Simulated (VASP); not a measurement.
AlPt, 8 atoms in the cell. Symmetry: P2_13, No. 198, cubic system. The conventional cell has a = 5.026 Å, b = 5.026 Å, c = 5.026 Å, α = 90.00°, β = 90.00°, γ = 90.00°. Al (site symmetry 3) has 7 Pt at 2.68 to 2.70 Å and 6 Al at 3.11 Å within 3.5 Å. Pt (site symmetry 3) has 7 Al at 2.68 to 2.70 Å and 6 Pt at 3.11 Å within 3.5 Å. 

```yaml
Program: VASP 6.6.1
Task: relaxation of the atoms
Functional: PBEsol
Potentials_or_basis: VASP PAW PBE potentials, release 64 (Al, Pt)
Cutoff: 520 eV
k_mesh: 8 × 8 × 8
Occupations: gaussian, width 0.1 eV
Spin: no spin polarisation
Dipole_correction: no
Further_INCAR_settings: ALGO = Fast; EDIFF = 1e-06; IBRION = 2; EDIFFG = -0.01; NSW = 50
```

Potentials or basis: VASP PAW PBE potentials, release 64 (Al, Pt).

Launch:

```bash
$ cat potpaw_PBE.64/Al/POTCAR potpaw_PBE.64/Pt/POTCAR > POTCAR
$ mpirun -np 1 vasp_std > vasp.out
```

Hardware: 1 thread of Intel(R) Xeon(R) 6975P-C (Granite Rapids), on a shared host.

Task: How long does it take, and how much memory?

Result: It took 110 s on 1 thread of Intel(R) Xeon(R) 6975P-C (Granite Rapids) (shared host), peak memory 0.34 GiB. Counts: scf iterations 23, k points 45, ion steps 3.
